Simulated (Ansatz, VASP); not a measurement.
Two plane-wave programs on ZnS

```
Zn S
1.0
     3.84549    0.00000    0.00000
    -1.92275    3.33029    0.00000
     0.00000    0.00000   12.61067
Zn S
4 4
Direct
  0.33049 0.66667 0.00261
  0.33618 0.66667 0.50261
  0.66683 0.33333 0.25261
  0.66650 0.33333 0.75261
  0.33333 0.66667 0.18989
  0.33333 0.66667 0.68989
  0.66017 0.33333 0.43989
  0.67317 0.33333 0.93989
```

Change from the starting cell: mode 16 (264.4 1/cm) frozen in, largest displacement +0.025 Å.

Alike in both runs: task single point; functional PBE; k mesh 12 × 12 × 2; occupations gaussian, width 0.05 eV; no spin polarisation.

|  | VASP | Ansatz |
| --- | --- | --- |
| version | VASP 6.6.1 | Ansatz 0.2.0 |
| potentials or method | VASP PAW PBE potentials, release 64 (Zn, S), cutoff 520 eV | scalar-relativistic, plane waves, PAW |
| valence electrons in the cell | 72 | 72 |

VASP gave:

- gap on the k mesh at the Fermi level (eV): 2.08
- least direct gap on the mesh (eV): 2.08
- pressure (GPa): 0.1
- rms of the force components (eV/Å): 0.081

Problem. Which values does Ansatz return?

Solution. gap on the k mesh at the Fermi level (eV): 2.08; least direct gap on the mesh (eV): 2.08; pressure (GPa): 0.0; rms of the force components (eV/Å): 0.080.

Atom by atom the forces differ by 0.001 eV/Å (rms over components).
